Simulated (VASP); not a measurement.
# HfS2 (P-3m1) in VASP: further runs

Aim: see how the results for HfS2 move with the level of theory and the settings. Levels: PBE+D3(BJ), PBE+D4, LDA, r2SCAN+rVV10. Tasks: single point, relaxation of cell and atoms.

Program: VASP 6.6.1. These are calculated values, not measurements. Logs are shortened: lines on timing, memory, paths and dates and some standing lists are left out, and cuts for length are marked.

### Step 1. The cell of the first run

It takes space group P-3m1 (No. 164, trigonal). The conventional cell has a = 3.610 Å, b = 3.610 Å, c = 5.767 Å, α = 90.00°, β = 90.00°, γ = 120.00°. Within 3.4 Å of Hf (site symmetry -3m) lie 6 S at 2.54 Å. Within 3.4 Å of S (site symmetry 3m) lie 3 Hf at 2.54 Å.

### Step 2. Single point, PBE+D3(BJ)

INCAR

```
  ALGO = Normal
  EDIFF = 1E-6
  ENCUT = 500
  GGA = PE
  GGA_COMPAT = False
  ISIF = 2
  ISMEAR = -1
  IVDW = 12
  LASPH = True
  LCHARG = False
  LREAL = False
  LWAVE = False
  NBANDS = 18
  NELM = 120
  PREC = Accurate
  SIGMA = 0.02
```

KPOINTS

```
k-points
0
Gamma
  6 6 4
```

POSCAR

```
HfS2
1.0
    3.6103985487      0.0000000000      0.0000000000
   -1.8051992744      3.1266968610      0.0000000000
    0.0000000000      0.0000000000      5.7665980553
Hf S
1 2
Direct
    0.0000000000      0.0000000000      0.0000000000
    0.3333333333      0.6666666667      0.2520411725
    0.6666666667      0.3333333333      0.7479588275
```

Potentials or basis: VASP PAW PBE potentials, release 64 (Hf_pv, S).

The run is started by

```sh
cat potpaw_PBE.64/Hf_pv/POTCAR potpaw_PBE.64/S/POTCAR > POTCAR
mpirun -np 1 vasp_std > vasp.out
```

OUTCAR:

```text
EDIFF = 1E-6
   ENCUT = 500
   GGA = PE
   ISIF = 2
   ISMEAR = -1
   IVDW = 12
   LASPH = True
   LREAL = False
   NELM = 120
   PREC = Accurate
 IVDW          = 12

 ion  position               nearest neighbor table
   1  0.000  0.000  0.000-   2 2.54   3 2.54   3 2.54   2 2.54   3 2.54   2 2.54
   2  0.333  0.667  0.252-   1 2.54   1 2.54   1 2.54
   3  0.667  0.333  0.748-   1 2.54   1 2.54   1 2.54

  LATTYP: Found a hexagonal cell.
 ALAT       =     3.6103985487
 C/A-ratio  =     1.5972192481

  Lattice vectors:

 A1 = (   3.6103985487,   0.0000000000,   0.0000000000)
 A2 = (  -1.8051992744,   3.1266968610,   0.0000000000)
 A3 = (   0.0000000000,   0.0000000000,   5.7665980553)

Analysis of symmetry for initial positions (statically):
=====================================================================
 Subroutine PRICEL returns:
 Original cell was already a primitive cell.

 Routine SETGRP: Setting up the symmetry group for a
 hexagonal supercell.

 Subroutine GETGRP returns: Found 12 space group operations
 (whereof 12 operations were pure point group operations)
 out of a pool of 24 trial point group operations.

The static configuration has the point symmetry D_3d.

Analysis of symmetry for dynamics (positions and initial velocities):
=====================================================================
 Subroutine PRICEL returns:
 Original cell was already a primitive cell.

 Routine SETGRP: Setting up the symmetry group for a
 hexagonal supercell.

 Subroutine GETGRP returns: Found 12 space group operations
 (whereof 12 operations were pure point group operations)
 out of a pool of 24 trial point group operations.

The dynamic configuration has the point symmetry D_3d.

 Subroutine INISYM returns: Found 12 space group operations
 (whereof 12 operations are pure point group operations),
 and found     1 'primitive' translations

----------------------------------------------------------------------------------------

                                     Primitive cell

  volume of cell :      65.0969

  direct lattice vectors                    reciprocal lattice vectors
     3.610398549  0.000000000  0.000000000     0.276977732  0.159913168  0.000000000
    -1.805199274  3.126696861  0.000000000     0.000000000  0.319826336  0.000000000
     0.000000000  0.000000000  5.766598055     0.000000000  0.000000000  0.173412468

  length of vectors
     3.610398549  3.610398549  5.766598055     0.319826336  0.319826336  0.173412468

  position of ions in fractional coordinates (direct lattice)
     0.000000000  0.000000000  0.000000000
     0.333333333  0.666666667  0.252041173
     0.666666667  0.333333333  0.747958827

  ion indices of the primitive-cell ions
   primitive index   ion index
                 1           1
                 2           2
                 3           3

----------------------------------------------------------------------------------------

 KPOINTS: k-points

Automatic generation of k-mesh.
 Grid dimensions read from file:
 generate k-points for:    6    6    4

 Generating k-lattice:

  Cartesian coordinates                     Fractional coordinates (reciprocal lattice)
     0.046162955  0.026652195  0.000000000     0.166666667 -0.000000000  0.000000000
     0.000000000  0.053304389  0.000000000     0.000000000  0.166666667  0.000000000
     0.000000000  0.000000000  0.043353117     0.000000000  0.000000000  0.250000000

  Length of vectors
     0.053304389  0.053304389  0.043353117

  Shift w.r.t. Gamma in fractional coordinates (k-lattice)
     0.000000000  0.000000000  0.000000000

 Subroutine IBZKPT returns following result:
 ===========================================

 Found     24 irreducible k-points:

 Following reciprocal coordinates:
            Coordinates               Weight
  0.000000  0.000000  0.000000      1.000000
  0.166667  0.000000  0.000000      6.000000
  0.333333 -0.000000  0.000000      6.000000
  0.500000 -0.000000  0.000000      3.000000
  0.166667  0.166667  0.000000      6.000000
  0.333333  0.166667  0.000000     12.000000
[... 16 lines left out ...]
  0.333333  0.166667  0.500000     12.000000
  0.333333  0.333333  0.500000      2.000000
   k-points           NKPTS =     24   k-points in BZ     NKDIM =     24   number of bands    NBANDS=     18
   number of dos      NEDOS =    301   number of ions     NIONS =      3
   total plane-waves  NPLWV =  32928
   dimension x,y,z NGX =    28 NGY =   28 NGZ =   42
   dimension x,y,z NGXF=    56 NGYF=   56 NGZF=   84
   ions per type =               1   2
   NGX,Y,Z   is equivalent  to a cutoff of  12.89, 12.89, 12.11 a.u.
   NGXF,Y,Z  is equivalent  to a cutoff of  25.79, 25.79, 24.22 a.u.
 SYSTEM =  unknown system
   PREC   = accura    normal or accurate (medium, high low for compatibility)
   ISTART =      0    job   : 0-new  1-cont  2-samecut
   ICHARG =      2    charge: 1-file 2-atom 10-const
   ISPIN  =      1    spin polarized calculation?
   LNONCOLLINEAR =      F non collinear calculations
   LSORBIT =      F    spin-orbit coupling
   LASPH  =      T    aspherical Exc in radial PAW
   ENCUT  =  500.0 eV  36.75 Ry    6.06 a.u.   6.58  6.58 10.51*2*pi/ulx,y,z
   NELM   =    120;   NELMIN=  2; NELMDL= -5     # of ELM steps
   EDIFF  = 0.1E-05   stopping-criterion for ELM
   LREAL  =      F    real-space projection
   EDIFFG = 0.1E-04   stopping-criterion for IOM
   NSW    =      0    number of steps for IOM
   IBRION =     -1    ionic relax: 0-MD 1-quasi-New 2-CG
   NFREE  =      0    steps in history (QN), initial steepest desc. (CG)
   ISIF   =      2    stress and relaxation
   ISYM   =      2    0-nonsym 1-usesym 2-fastsym
   POTIM  = 0.5000    time-step for ionic-motion
   TEBEG  =    0.0;   TEEND  =   0.0 temperature during run
   PSTRESS=    0.0 pullay stress
   NELECT =      22.0000    total number of electrons
   NUPDOWN=      -1.0000    fix difference up-down
   EMIN   =  10.00;   EMAX   =-10.00  energy-range for DOS
   EFERMI =   0.00;   METHOD = LEGACY
   ISMEAR =    -1;   SIGMA  =   0.02  broadening in eV -4-tet -1-fermi 0-gaus
   EFERMI_NEDOS =   21; number of points for ismear=-14 and -15
   IALGO  =     38    algorithm
   IMIX   =      4    mixing-type and parameters
     AMIX     =   0.40;   BMIX     =  1.00
     AMIX_MAG =   1.60;   BMIX_MAG =  1.00
  volume/ion in A,a.u.               =      21.70       146.43
  Fermi-wavevector in a.u.,A,eV,Ry     =   1.140326  2.154903 17.692232  1.300342
  Thomas-Fermi vector in A             =   2.277028
   LORBIT       =      0    0 simple, 1 ext, 2 COOP (PROOUT), +10 PAW based schemes
   GGA     = PE    functional components
   LHFCALC =     F    Hartree Fock is set to
   AEXX    =    0.0000 exact exchange contribution
   IVDW    =    12    specifies the selected vdW correction
   LEPSILON=     F    determine dielectric tensor
   LRPA    =     F    only Hartree local field effects (RPA)
 non-spin polarized calculation
  energy-cutoff  :      500.00
  volume of cell :       65.10
 maximum number of plane-waves:      1701
 NGX is ok and might be reduce to    28
   NGX = 13   NGY = 13   NGZ = 21

 number of electron      22.0000001 magnetization

 Free energy of the ion-electron system (eV)
  ---------------------------------------------------
  ext. energy  EPLUGINS =         0.00000000
  ---------------------------------------------------
  free energy    TOTEN  =       -22.85534183 eV

  energy without entropy =      -22.85534183  energy(sigma->0) =      -22.85534183

 E-fermi :   4.1767     XC(G=0):  -9.8201

 val. band max:        3.6995602765   @ k =   0.0000   0.0000   0.0000
 cond. band min:       4.5792856746   @ k =   0.5000  -0.0000   0.5000
 fundamental gap:      0.8797253981
 Fermi energy:         4.1766596309

 k-point     1 :       0.0000    0.0000    0.0000
  band No.  band energies     occupation
      1     -27.1694      2.00000
      2     -27.0510      2.00000
      3     -27.0510      2.00000
      4      -9.6072      2.00000
      5      -7.8026      2.00000
      6      -1.3460      2.00000
[... 10 lines left out ...]
     17       9.1987      0.00000
     18       9.2945      0.00000

 k-point     2 :       0.1667    0.0000    0.0000
  band No.  band energies     occupation
      1     -27.1595      2.00000
      2     -27.1025      2.00000
      3     -27.0626      2.00000
      4      -9.2905      2.00000
      5      -7.8555      2.00000
      6      -0.9446      2.00000
[... 10 lines left out ...]
     17      10.4217      0.00000
     18      11.0460      0.00000

 k-point     3 :       0.3333   -0.0000    0.0000
  band No.  band energies     occupation
      1     -27.2042      2.00000
      2     -27.1390      2.00000
      3     -27.0857      2.00000
      4      -8.5828      2.00000
      5      -7.9422      2.00000
      6      -0.5438      2.00000
[... 10 lines left out ...]
     17      11.0294      0.00000
     18      11.5000      0.00000

 k-point     4 :       0.5000   -0.0000    0.0000
  band No.  band energies     occupation
      1     -27.2538      2.00000
      2     -27.1289      2.00000
      3     -27.0972      2.00000
      4      -8.2555      2.00000
      5      -7.8824      2.00000
      6      -1.3315      2.00000
[... 10 lines left out ...]
     17      10.2662      0.00000
     18      11.7086      0.00000

 k-point     5 :       0.1667    0.1667    0.0000
  band No.  band energies     occupation
      1     -27.1690      2.00000
      2     -27.1446      2.00000
      3     -27.0896      2.00000
      4      -8.7643      2.00000
      5      -7.9312      2.00000
      6      -0.2591      2.00000
[... 10 lines left out ...]
     17      11.8849      0.00000
     18      12.1568      0.00000

 k-point     6 :       0.3333    0.1667    0.0000
  band No.  band energies     occupation
      1     -27.2275      2.00000
      2     -27.1299      2.00000
      3     -27.1232      2.00000
      4      -8.1907      2.00000
      5      -7.9524      2.00000
      6      -0.8474      2.00000
[... 10 lines left out ...]
     17      11.1014      0.00000
     18      11.9409      0.00000

 k-point     7 :       0.3333    0.3333    0.0000
  band No.  band energies     occupation
      1     -27.1913      2.00000
      2     -27.1913      2.00000
      3     -27.1243      2.00000
      4      -7.9651      2.00000
      5      -7.9651      2.00000
      6      -0.5294      2.00000
[... 10 lines left out ...]
     17      10.7095      0.00000
     18      13.6829      0.00000

 k-point     8 :       0.0000    0.0000    0.2500
  band No.  band energies     occupation
      1     -27.1696      2.00000
      2     -27.0510      2.00000
      3     -27.0510      2.00000
      4      -9.4762      2.00000
      5      -8.0373      2.00000
      6      -0.8305      2.00000
[... 10 lines left out ...]
     17       9.5359      0.00000
     18      10.0544      0.00000
[... 229 lines left out ...]
     17      11.0979      0.00000
     18      11.4490      0.00000

 k-point    20 :       0.3333   -0.0000    0.5000
  band No.  band energies     occupation
      1     -27.2041      2.00000
      2     -27.1392      2.00000
      3     -27.0857      2.00000
      4      -8.4414      2.00000
      5      -8.0939      2.00000
      6      -0.7643      2.00000
[... 10 lines left out ...]
     17      10.2452      0.00000
     18      10.6775      0.00000

 k-point    21 :       0.5000   -0.0000    0.5000
  band No.  band energies     occupation
      1     -27.2537      2.00000
      2     -27.1291      2.00000
      3     -27.0972      2.00000
      4      -8.3681      2.00000
      5      -7.7308      2.00000
      6      -1.4676      2.00000
[... 10 lines left out ...]
     17      10.0082      0.00000
     18      11.4297      0.00000

 k-point    22 :       0.1667    0.1667    0.5000
  band No.  band energies     occupation
      1     -27.1689      2.00000
      2     -27.1448      2.00000
      3     -27.0896      2.00000
      4      -8.4952      2.00000
      5      -8.2434      2.00000
      6      -0.3465      2.00000
[... 10 lines left out ...]
     17      11.4683      0.00000
     18      12.1893      0.00000

 k-point    23 :       0.3333    0.1667    0.5000
  band No.  band energies     occupation
      1     -27.2275      2.00000
      2     -27.1301      2.00000
      3     -27.1232      2.00000
      4      -8.2331      2.00000
      5      -7.8969      2.00000
      6      -0.9596      2.00000
[... 10 lines left out ...]
     17      10.9257      0.00000
     18      11.1318      0.00000

 k-point    24 :       0.3333    0.3333    0.5000
  band No.  band energies     occupation
      1     -27.1913      2.00000
      2     -27.1913      2.00000
      3     -27.1244      2.00000
      4      -7.9680      2.00000
      5      -7.9680      2.00000
      6      -0.2058      2.00000
[... 10 lines left out ...]
     17      11.9369      0.00000
     18      12.3872      0.00000

------------------------ aborting loop because EDIFF is reached ----------------------------------------

 Edisp (eV)   -1.01982

 E8    (eV) :    -0.4400

  FORCE on cell =-STRESS in cart. coord.  units (eV):
  Direction    XX          YY          ZZ          XY          YZ          ZX
  --------------------------------------------------------------------------------------
  -------------------------------------------------------------------------------------
  Total      -0.25674    -0.25674    -0.21467     0.00000     0.00000     0.00000
  in kB      -6.31901    -6.31901    -5.28347     0.00000     0.00000     0.00000
  external pressure =       -5.97 kB  Pullay stress =        0.00 kB

 VOLUME and BASIS-vectors are now :
 -----------------------------------------------------------------------------
  energy-cutoff  :      500.00
  volume of cell :       65.10
      direct lattice vectors                 reciprocal lattice vectors
     3.610398549  0.000000000  0.000000000     0.276977732  0.159913168  0.000000000
    -1.805199274  3.126696861  0.000000000     0.000000000  0.319826336  0.000000000
     0.000000000  0.000000000  5.766598055     0.000000000  0.000000000  0.173412468

 POSITION                                       TOTAL-FORCE (eV/Angst)
 -----------------------------------------------------------------------------------
      0.00000      0.00000      0.00000        -0.000000      0.000000      0.000000
     -0.00000      2.08446      1.45342         0.000000      0.000000     -0.063474
      1.80520      1.04223      4.31318         0.000000      0.000000      0.063474
 -----------------------------------------------------------------------------------
    total drift:                               -0.000000     -0.000000     -0.000000

  FREE ENERGIE OF THE ION-ELECTRON SYSTEM (eV)
  ---------------------------------------------------
  free  energy   TOTEN  =       -23.8751658604 eV

  energy  without entropy=      -23.8751658603  energy(sigma->0) =      -23.87516586
```

Wall time 12 s (1 thread of Intel Xeon 6975P-C (Granite Rapids), shared host); peak memory 0.19 GiB.

Results:

```yaml
Free_energy: -23.8752 eV
Pressure: -0.6 GPa
Largest_force: 0.063 eV/Å
Band_gap_on_the_k_mesh: 0.88 eV (least direct gap 1.83 eV)
Dispersion_energy_per_atom: -0.340 eV
```

Forces in eV/Å, atoms in the order of the input:
```
Hf   0.000  0.000  0.000
S    0.000  0.000 -0.063
S    0.000  0.000  0.063
```

Levels at points of the mesh, in eV from the valence-band top:
```csv
k point,band 7,band 8,band 9,band 10,band 11,band 12,band 13,band 14,band 15,band 16
"(0.00, 0.00, 0.00)",-2.89,-2.89,-0.18,-0.18,0.00,1.86,1.86,2.42,5.19,5.19
"(0.50, 0.00, 0.00)",-2.96,-2.71,-2.57,-2.21,-1.48,1.02,3.97,4.04,6.13,6.37
"(0.00, 0.00, 0.50)",-2.83,-2.83,-2.09,-0.36,-0.36,1.81,1.81,2.71,5.73,5.73
"(0.50, 0.00, 0.50)",-3.73,-2.78,-2.52,-1.15,-0.96,0.88,3.95,4.08,5.54,5.68
```

Caveat: spin-orbit coupling is left out, which moves the levels of the heavy elements. A k mesh can miss the band edges.

### Step 3. Single point, PBE+D4

This run uses another cell than the first one, of 22.12 Å³/atom.

INCAR

```
ALGO = Normal
EDIFF = 1E-6
ENCUT = 500
GGA = PE
GGA_COMPAT = F
ISIF = 2
ISMEAR = -1
IVDW = 13
LASPH = T
LCHARG = T
LELF = T
LREAL = F
LVHAR = T
LWAVE = F
NBANDS = 18
NELM = 120
PREC = Accurate
SIGMA = 0.02
```

KPOINTS

```
k-points
0
Gamma
  12 12 4
```

POSCAR

```
HfS2
1.0
    3.6162197801      0.0000000000      0.0000000000
   -1.8081098901      3.1317381952      0.0000000000
    0.0000000000      0.0000000000      5.8602083951
Hf S
1 2
Direct
    0.0000000000      0.0000000000      0.0000000000
    0.3333333333      0.6666666667      0.2480655013
    0.6666666667      0.3333333333      0.7519344987
```

Potentials or basis: VASP PAW PBE potentials, release 64 (Hf_pv, S).

The run is started by

```sh
cat potpaw_PBE.64/Hf_pv/POTCAR potpaw_PBE.64/S/POTCAR > POTCAR
mpirun -np 1 vasp_std > vasp.out
```

It took 35 s on 1 thread of Intel Xeon 6975P-C (Granite Rapids), shared host; peak memory 0.22 GiB.

The run converged. Its results:

* Free energy: -23.7063 eV
* Pressure: -0.6 GPa
* Largest force: 0.066 eV/Å
* Band gap on the k mesh: 0.98 eV (least direct gap 1.88 eV)
* Dispersion energy per atom: -0.274 eV

Forces on the atoms (eV/Å):
```
Hf   0.000  0.000  0.000
S    0.000  0.000 -0.066
S    0.000  0.000  0.066
```

Stress tensor (GPa, compression positive):
```
-0.62  0.00  0.00
 0.00 -0.62  0.00
 0.00  0.00 -0.50
```

Levels at points of the mesh, in eV from the valence-band top:
| k point | band 8 | band 9 | band 10 | band 11 | band 12 | band 13 | band 14 | band 15 |
| --- | --- | --- | --- | --- | --- | --- | --- | --- |
| (0.00, 0.00, 0.00) | -2.78 | -0.11 | -0.11 | -0.01 | 1.95 | 1.95 | 2.51 | 5.32 |
| (0.50, 0.00, 0.00) | -2.59 | -2.49 | -2.05 | -1.36 | 1.13 | 4.04 | 4.11 | 6.20 |
| (0.00, 0.00, 0.50) | -2.74 | -1.93 | -0.25 | -0.25 | 1.90 | 1.90 | 2.80 | 5.78 |
| (0.50, 0.00, 0.50) | -2.66 | -2.43 | -1.08 | -0.93 | 0.98 | 4.03 | 4.15 | 5.65 |

Caveat: spin-orbit coupling is left out, which moves the levels of the heavy elements.

(Continued in part 2 of 3.)
